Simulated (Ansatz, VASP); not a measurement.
BeTe in VASP and in Ansatz

```xyz
2
Lattice="0.0000 2.8073 2.8073 2.8073 0.0000 2.8073 2.8073 2.8073 0.0000" Properties=species:S:1:pos:R:3 pbc="T T T"
Be    0.0000    0.0000    0.0000
Te    1.4036    1.4036    1.4036
```

Alike in both runs: task single point; functional r2SCAN; k mesh 8 × 8 × 8; no spin polarisation.

```csv
,VASP,Ansatz
version,VASP 6.6.1,Ansatz 0.2.0
potentials or method,"VASP PAW PBE potentials, release 64 (Be, Te), cutoff 520 eV",PAW plane waves
occupations,"fermi-dirac, width 0.1 eV",fermi-dirac
valence electrons in the cell,8,18
```

Ansatz gave:

| Quantity | Value |
| --- | --- |
| pressure (GPa) | 1.4 |

Q: Estimate VASP's values.

A: Pressure (GPa): 1.6.

VASP's potentials were made for PBE, not for r2SCAN. VASP's potentials hold 8 valence electrons a cell and Ansatz's 18, so a difference there can come from the potentials and not from the codes.

Spin-orbit coupling is off throughout.
